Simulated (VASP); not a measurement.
# BN (F-43m) in VASP: a series of runs

Runs on BN. Level: LDA. Tasks: relaxation of cell and atoms, single point.

Everything below comes from runs of VASP 6.6.1. Logs are shortened: lines on timing, memory, paths and dates and some standing lists are left out, and cuts for length are marked.

### 1 The cell of the first run

Symmetry: F-43m, No. 216, cubic system. The conventional cell has a = 3.581 Å, b = 3.581 Å, c = 3.581 Å, α = 90.00°, β = 90.00°, γ = 90.00°. Within 2.1 Å of B (site symmetry -43m) lie 4 N at 1.55 Å. N (site symmetry -43m) has 4 B at 1.55 Å within 2.1 Å.

### 2 Relaxation of cell and atoms, LDA, target pressure -1 GPa, at which the enthalpy is minimised

Input file INCAR:

```
SYSTEM = BN
ALGO     = Normal         ! electronic algorithm
EDIFF    = 1E-6           ! SCF threshold, eV
EDIFFG   = -0.001         ! ionic threshold
ENCUT    = 600            ! plane-wave cutoff, eV
GGA      = CA             ! functional
IBRION   = 2              ! ionic algorithm
ISIF     = 3              ! what is computed and relaxed
ISMEAR   = 0              ! smearing method
LASPH    = .True.         ! aspherical terms in the spheres
LCHARG   = .False.        ! write CHGCAR
LREAL    = .False.        ! projectors in reciprocal space
LWAVE    = .False.        ! write WAVECAR
NELM     = 80             ! most SCF steps
NSW      = 80             ! ionic steps
PREC     = Accurate       ! precision mode
PSTRESS  = -10.0        
SIGMA    = 0.01           ! smearing width, eV
```

Input file KPOINTS:

```
k-points
0
Gamma
  12 12 12
  0 0 0
```

Input file POSCAR:

```
BN
1.0
    0.0000000000      1.7902744185      1.7902744185
    1.7902744185      0.0000000000      1.7902744185
    1.7902744185      1.7902744185      0.0000000000
B N
1 1
Direct
    0.0000000000      0.0000000000      0.0000000000
    0.7500000000      0.7500000000      0.7500000000
```

Potentials or basis: VASP PAW LDA potentials, release 64 (B, N).

On the command line:

```bash
> cat potpaw_LDA.64/B/POTCAR potpaw_LDA.64/N/POTCAR > POTCAR
> mpirun -np 1 vasp_std > vasp.out
```

OUTCAR:

```text
SYSTEM = BN
   EDIFF = 1E-6
   EDIFFG = -0.001
   ENCUT = 600
   GGA = CA
   IBRION = 2
   ISIF = 3
   ISMEAR = 0
   LASPH = .True.
   LREAL = .False.
   NELM = 80
   NSW = 80
   PREC = Accurate
   PSTRESS = -10.0

 ion  position               nearest neighbor table
   1  0.000  0.000  0.000-   2 1.55   2 1.55   2 1.55   2 1.55
   2  0.750  0.750  0.750-   1 1.55   1 1.55   1 1.55   1 1.55

  LATTYP: Found a face centered cubic cell.
 ALAT       =     3.5805488370

  Lattice vectors:

 A1 = (   0.0000000000,   1.7902744185,   1.7902744185)
 A2 = (   1.7902744185,   0.0000000000,   1.7902744185)
 A3 = (   1.7902744185,   1.7902744185,   0.0000000000)

Analysis of symmetry for initial positions (statically):
=====================================================================
 Subroutine PRICEL returns:
 Original cell was already a primitive cell.

 Routine SETGRP: Setting up the symmetry group for a
 face centered cubic supercell.

 Subroutine GETGRP returns: Found 24 space group operations
 (whereof 24 operations were pure point group operations)
 out of a pool of 48 trial point group operations.

The static configuration has the point symmetry T_d .

Analysis of symmetry for dynamics (positions and initial velocities):
=====================================================================
 Subroutine PRICEL returns:
 Original cell was already a primitive cell.

 Routine SETGRP: Setting up the symmetry group for a
 face centered cubic supercell.

 Subroutine GETGRP returns: Found 24 space group operations
 (whereof 24 operations were pure point group operations)
 out of a pool of 48 trial point group operations.

The dynamic configuration has the point symmetry T_d .

 Subroutine INISYM returns: Found 24 space group operations
 (whereof 24 operations are pure point group operations),
 and found     1 'primitive' translations

----------------------------------------------------------------------------------------

                                     Primitive cell

  volume of cell :      11.4760

  direct lattice vectors                    reciprocal lattice vectors
     0.000000000  1.790274418  1.790274418    -0.279286792  0.279286792  0.279286792
     1.790274418  0.000000000  1.790274418     0.279286792 -0.279286792  0.279286792
     1.790274418  1.790274418  0.000000000     0.279286792  0.279286792 -0.279286792

  length of vectors
     2.531830363  2.531830363  2.531830363     0.483738914  0.483738914  0.483738914

  position of ions in fractional coordinates (direct lattice)
     0.000000000  0.000000000  0.000000000
     0.750000000  0.750000000  0.750000000

  ion indices of the primitive-cell ions
   primitive index   ion index
                 1           1
                 2           2

----------------------------------------------------------------------------------------

 KPOINTS: k-points

Automatic generation of k-mesh.
 Grid dimensions read from file:
 generate k-points for:   12   12   12

 Generating k-lattice:

  Cartesian coordinates                     Fractional coordinates (reciprocal lattice)
    -0.023273899  0.023273899  0.023273899     0.083333333  0.000000000  0.000000000
     0.023273899 -0.023273899  0.023273899     0.000000000  0.083333333  0.000000000
     0.023273899  0.023273899 -0.023273899     0.000000000  0.000000000  0.083333333

  Length of vectors
     0.040311576  0.040311576  0.040311576

  Shift w.r.t. Gamma in fractional coordinates (k-lattice)
     0.000000000  0.000000000  0.000000000

 Subroutine IBZKPT returns following result:
 ===========================================

 Found     72 irreducible k-points:

 Following reciprocal coordinates:
            Coordinates               Weight
  0.000000  0.000000  0.000000      1.000000
  0.083333  0.000000  0.000000      8.000000
  0.166667  0.000000  0.000000      8.000000
  0.250000  0.000000  0.000000      8.000000
  0.333333  0.000000  0.000000      8.000000
  0.416667  0.000000  0.000000      8.000000
[... 16 lines left out ...]
  0.500000  0.166667  0.000000     24.000000
 -0.416667  0.166667  0.000000     24.000000
 [... further k-points ...]
   k-points           NKPTS =     72   k-points in BZ     NKDIM =     72   number of bands    NBANDS=      8
   number of dos      NEDOS =    301   number of ions     NIONS =      2
   total plane-waves  NPLWV =   8000
   dimension x,y,z NGX =    20 NGY =   20 NGZ =   20
   dimension x,y,z NGXF=    40 NGYF=   40 NGZF=   40
   ions per type =               1   1
   NGX,Y,Z   is equivalent  to a cutoff of  13.13, 13.13, 13.13 a.u.
   NGXF,Y,Z  is equivalent  to a cutoff of  26.26, 26.26, 26.26 a.u.
 SYSTEM =  BN
   PREC   = accura    normal or accurate (medium, high low for compatibility)
   ISTART =      0    job   : 0-new  1-cont  2-samecut
   ICHARG =      2    charge: 1-file 2-atom 10-const
   ISPIN  =      1    spin polarized calculation?
   LNONCOLLINEAR =      F non collinear calculations
   LSORBIT =      F    spin-orbit coupling
   LASPH  =      T    aspherical Exc in radial PAW
   ENCUT  =  600.0 eV  44.10 Ry    6.64 a.u.   5.06  5.06  5.06*2*pi/ulx,y,z
   NELM   =     80;   NELMIN=  2; NELMDL= -5     # of ELM steps
   EDIFF  = 0.1E-05   stopping-criterion for ELM
   LREAL  =      F    real-space projection
   EDIFFG = -.1E-02   stopping-criterion for IOM
   NSW    =     80    number of steps for IOM
   IBRION =      2    ionic relax: 0-MD 1-quasi-New 2-CG
   NFREE  =      1    steps in history (QN), initial steepest desc. (CG)
   ISIF   =      3    stress and relaxation
   ISYM   =      2    0-nonsym 1-usesym 2-fastsym
   POTIM  = 0.5000    time-step for ionic-motion
   TEBEG  =    0.0;   TEEND  =   0.0 temperature during run
   PSTRESS=  -10.0 pullay stress
   NELECT =       8.0000    total number of electrons
   NUPDOWN=      -1.0000    fix difference up-down
   EMIN   =  10.00;   EMAX   =-10.00  energy-range for DOS
   EFERMI =   0.00;   METHOD = LEGACY
   ISMEAR =     0;   SIGMA  =   0.01  broadening in eV -4-tet -1-fermi 0-gaus
   EFERMI_NEDOS =   21; number of points for ismear=-14 and -15
   IALGO  =     38    algorithm
   IMIX   =      4    mixing-type and parameters
     AMIX     =   0.40;   BMIX     =  1.00
     AMIX_MAG =   1.60;   BMIX_MAG =  1.00
  volume/ion in A,a.u.               =       5.74        38.72
  Fermi-wavevector in a.u.,A,eV,Ry     =   1.451583  2.743094 28.668746  2.107093
  Thomas-Fermi vector in A             =   2.569064
   LORBIT       =      0    0 simple, 1 ext, 2 COOP (PROOUT), +10 PAW based schemes
   GGA     = CA    functional components
   LHFCALC =     F    Hartree Fock is set to
   AEXX    =    0.0000 exact exchange contribution
   IVDW    =     0    specifies the selected vdW correction
   LEPSILON=     F    determine dielectric tensor
   LRPA    =     F    only Hartree local field effects (RPA)
 conjugate gradient relaxation of ions
 non-spin polarized calculation
 Gauss-broadening in eV      SIGMA  =   0.01
  energy-cutoff  :      600.00
  volume of cell :       11.48
 maximum number of plane-waves:       392
   NGX = 11   NGY = 11   NGZ = 11

--------------------------------------- Ionic step        1  -------------------------------------------

 number of electron       7.9999999 magnetization

 Free energy of the ion-electron system (eV)
  ---------------------------------------------------
  ext. energy  EPLUGINS =         0.00000000
  ---------------------------------------------------
  free energy    TOTEN  =       -19.41630812 eV

  energy without entropy =      -19.41630812  energy(sigma->0) =      -19.41630812

------------------------ aborting loop because EDIFF is reached ----------------------------------------

  FORCE on cell =-STRESS in cart. coord.  units (eV):
  Direction    XX          YY          ZZ          XY          YZ          ZX
  --------------------------------------------------------------------------------------
  -------------------------------------------------------------------------------------
  Total        0.0546830      0.0546830      0.0546830     -0.0000000      0.0000000     -0.0000000
  in kB        7.6343913      7.6343913      7.6343913     -0.0000000      0.0000000     -0.0000000
  external PRESSURE =      17.6343913 kB  Pullay stress =     -10.0000000 kB
[... 61 lines left out ...]
  enthalpy is  TOTEN    =       -19.4878720734 eV   P V=       -0.0722839347

--------------------------------------- Ionic step        3  -------------------------------------------

 number of electron       7.9999999 magnetization

 Free energy of the ion-electron system (eV)
  ---------------------------------------------------
  ext. energy  EPLUGINS =         0.00000000
  ---------------------------------------------------
  free energy    TOTEN  =       -19.41626591 eV

  energy without entropy =      -19.41626591  energy(sigma->0) =      -19.41626591

 E-fermi :   7.8358     XC(G=0): -13.2225

 val. band max:        7.6967848099   @ k =   0.0000   0.0000   0.0000
 cond. band min:      12.0691183238   @ k =   0.5000   0.5000   0.0000
 fundamental gap:      4.3723335139
 Fermi energy:         7.8357817180

 k-point     1 :       0.0000    0.0000    0.0000
  band No.  band energies     occupation
      1     -12.6515      2.00000
      2       7.6968      2.00000
      3       7.6968      2.00000
      4       7.6968      2.00000
      5      16.4953      0.00000
      6      16.4953      0.00000
      7      16.4953      0.00000
      8      18.5364      0.00000
[... 243 lines left out ...]
 k-point    24 :      -0.4167    0.1667    0.0000
  band No.  band energies     occupation
      1      -7.8788      2.00000
      2      -2.5307      2.00000
      3       3.4993      2.00000
      4       5.0536      2.00000
      5      17.0050      0.00000
      6      19.9767      0.00000
      7      20.1848      0.00000
      8      23.5343      0.00000

 [... further k-points ...]
[... 5 lines left out ...]
  --------------------------------------------------------------------------------------
  -------------------------------------------------------------------------------------
  Total       -0.0714405     -0.0714405     -0.0714405      0.0000000     -0.0000000      0.0000000
  in kB       -9.9310511     -9.9310511     -9.9310511      0.0000000     -0.0000000      0.0000000
  external PRESSURE =       0.0689489 kB  Pullay stress =     -10.0000000 kB
[... 17 lines left out ...]
  FREE ENERGIE OF THE ION-ELECTRON SYSTEM (eV)
  ---------------------------------------------------
  free  energy   TOTEN  =       -19.4162659100 eV

  energy  without entropy=      -19.4162659100  energy(sigma->0) =      -19.41626591

  enthalpy is  TOTEN    =       -19.4882023588 eV   P V=       -0.0719364487

 reached required accuracy - stopping structural energy minimisation
```

It took 6.4 s on 1 thread of Intel Xeon 6975P-C, shared host; peak memory 0.12 GiB.

What came out:

```
Free energy                                            : -19.4163 eV
Relaxed volume                                         : 5.76 Å³/atom
Relaxed cell                                           : a = 2.535 Å, b = 2.535 Å, c = 2.535 Å, α = 60.00°, β = 60.00°, γ = 60.00°
Space group after relaxing (to 0.05 Å)                 : F-43m (No. 216)
Energy change on relaxing (the enthalpy is what falls) : +0.0 meV/atom
Ionic steps                                            : 3
Pressure after relaxing                                : -1.0 GPa
Band gap on the k mesh                                 : 4.37 eV, indirect (least direct gap 8.80 eV)
```

Final structure:
```
B N
1.0
     0.00000    1.79285    1.79285
     1.79285    0.00000    1.79285
     1.79285    1.79285    0.00000
B N
1 1
Direct
  0.00000 0.00000 0.00000
  0.75000 0.75000 0.75000
```

Caveat: the cell is relaxed towards a set pressure, so the enthalpy falls and the energy may rise. A k mesh can miss the band edges.

### 3 Single point, LDA

This run uses another cell than the first one, of 5.58 Å³/atom, 0.972 times its volume.

Input file INCAR:

```
SYSTEM = BN
PREC = Accurate ; ENCUT = 520
EDIFF = 1E-6 ; ISMEAR = 0
SIGMA = 0.01 ; LREAL = .False.
LASPH = .True. ; NELM = 100
ALGO = Normal ; ISIF = 2
LWAVE = .False. ; LCHARG = .True.
GGA = CA ; LELF = .True.
LVHAR = .True. ; NBANDS = 11
```

Input file KPOINTS:

```
Automatic mesh
0
Gamma
  12 12 12
  0 0 0
```

Input file POSCAR:

```
BN
1.0
    0.0000000000      1.7734356659      1.7734356659
    1.7734356659      0.0000000000      1.7734356659
    1.7734356659      1.7734356659      0.0000000000
B N
1 1
Direct
    0.0000000000      0.0000000000      0.0000000000
    0.7500000000      0.7500000000      0.7500000000
```

Potentials or basis: VASP PAW LDA potentials, release 64 (B, N).

On the command line:

```bash
> cat potpaw_LDA.64/B/POTCAR potpaw_LDA.64/N/POTCAR > POTCAR
> mpirun -np 1 vasp_std > vasp.out
```

It took 11 s on 1 thread of Intel Xeon 8259CL, shared host; peak memory 0.09 GiB.

It converged, with:

* Free energy: -19.3994 eV
* Pressure: 13.1 GPa
* Band gap on the k mesh: 4.41 eV, indirect (least direct gap 8.95 eV)

Levels at points of the mesh, in eV from the valence-band top:
```
           k point  band 1  band 2  band 3  band 4  band 5  band 6  band 7  band 8  band 9
(0.00, 0.00, 0.00)  -20.73    0.00    0.00    0.00    8.95    8.95    8.95   11.38   25.58
(0.50, 0.00, 0.00)  -16.17  -11.25   -2.06   -2.06   10.88   10.88   10.97   15.60   23.93
(0.50, 0.50, 0.00)  -14.72   -9.26   -5.21   -5.21    4.41    9.47   18.58   18.58   21.51
```

A k mesh can miss the band edges.

### 4 Relaxation of cell and atoms, LDA, target pressure 12 GPa, at which the enthalpy is minimised

Input file INCAR:

```
  ALGO = Normal
  EDIFF = 1E-7
  EDIFFG = -0.001
  ENCUT = 600
  GGA = CA
  IBRION = 2
  ISIF = 3
  ISMEAR = 0
  LASPH = T
  LCHARG = F
  LREAL = F
  LWAVE = F
  NELM = 100
  NSW = 80
  PREC = Accurate
  PSTRESS = 120.0
  SIGMA = 0.01
```

Input file KPOINTS:

```
k-points
0
Gamma
  12 12 12
```

Input file POSCAR:

```
BN
1.0
    0.0000000000      1.7902744181      1.7902744181
    1.7902744181      0.0000000000      1.7902744181
    1.7902744181      1.7902744181      0.0000000000
B N
1 1
Direct
    0.0000000000      0.0000000000      0.0000000000
    0.7500000000      0.7500000000      0.7500000000
```

On the command line:

```bash
> cat potpaw_LDA.64/B/POTCAR potpaw_LDA.64/N/POTCAR > POTCAR
> mpirun -np 1 vasp_std > vasp.out
```

Run time: 26 s. Hardware: 1 thread of Intel Xeon 8259CL, shared host; peak memory 0.09 GiB.

It converged, with:

| Property | Result |
| --- | --- |
| Free energy | -19.4046 eV |
| Relaxed volume | 5.59 Å³/atom |
| Relaxed cell | a = 2.510 Å, b = 2.510 Å, c = 2.510 Å, α = 60.00°, β = 60.00°, γ = 60.00° |
| Space group after relaxing (to 0.05 Å) | F-43m (No. 216) |
| Energy change on relaxing (the enthalpy is what falls) | +5.9 meV/atom |
| Ionic steps | 6 |
| Pressure after relaxing | 12.0 GPa |
| Band gap on the k mesh | 4.41 eV, indirect (least direct gap 8.94 eV) |

Step by step:
| step | energy change (eV) | largest force (eV/Å) | pressure (GPa) | volume (Å³) |
| --- | --- | --- | --- | --- |
| 1 | 0.0000 | 0.0000 | 0.73 | 11.48 |
| 2 | 0.0550 | 0.0000 | 27.27 | 10.82 |
| 3 | 0.0116 | 0.0000 | 11.92 | 11.18 |
| 4 | 0.0120 | 0.0000 | 12.15 | 11.17 |
| 5 | 0.0115 | 0.0000 | 11.85 | 11.18 |
| 6 | 0.0117 | 0.0000 | 12.00 | 11.18 |

Final structure:
```cif
data_structure
_symmetry_space_group_name_H-M 'P 1'
_symmetry_Int_Tables_number 1
_cell_length_a 2.5095
_cell_length_b 2.5095
_cell_length_c 2.5095
_cell_angle_alpha 60.000
_cell_angle_beta 60.000
_cell_angle_gamma 60.000
_cell_volume 11.18
loop_
_atom_site_label
_atom_site_type_symbol
_atom_site_fract_x
_atom_site_fract_y
_atom_site_fract_z
_atom_site_occupancy
B1 B 0.00000 0.00000 0.00000 1
N1 N 0.75000 0.75000 0.75000 1
```

Levels at points of the mesh, in eV from the valence-band top:
```
           k point  band 2  band 3  band 4  band 5  band 6  band 7
(0.00, 0.00, 0.00)    0.00    0.00    0.00    8.94    8.94    8.94
(0.50, 0.00, 0.00)  -11.23   -2.05   -2.05   10.87   10.87   10.95
(0.50, 0.50, 0.00)   -9.25   -5.21   -5.21    4.41    9.46   18.56
```

Caveat: the cell is relaxed towards a set pressure, so the enthalpy falls and the energy may rise. A k mesh can miss the band edges.

### 5 The runs side by side

```tsv
task	cell	cutoff (eV)	gap on the mesh (eV)	pressure (GPa)
relaxation of cell and atoms	relaxed to -1 GPa from a = 2.532 Å, angles 60.0°, 2 atoms	600	4.37	-1.0
single point	a = 2.508 Å, angles 60.0°, 2 atoms	520	4.41	13.1
relaxation of cell and atoms	relaxed to 12 GPa from a = 2.532 Å, angles 60.0°, 2 atoms	600	4.41	12.0
```

Alike in all rows: level LDA; potentials or basis VASP PAW LDA potentials, release 64 (B, N); no spin polarisation; k mesh 12 × 12 × 12; smearing gaussian 0.01 eV.

Caveats: the cell is relaxed towards a set pressure, so the enthalpy falls and the energy may rise (some runs).

Absolute energies hang on the potentials; compare differences alone.
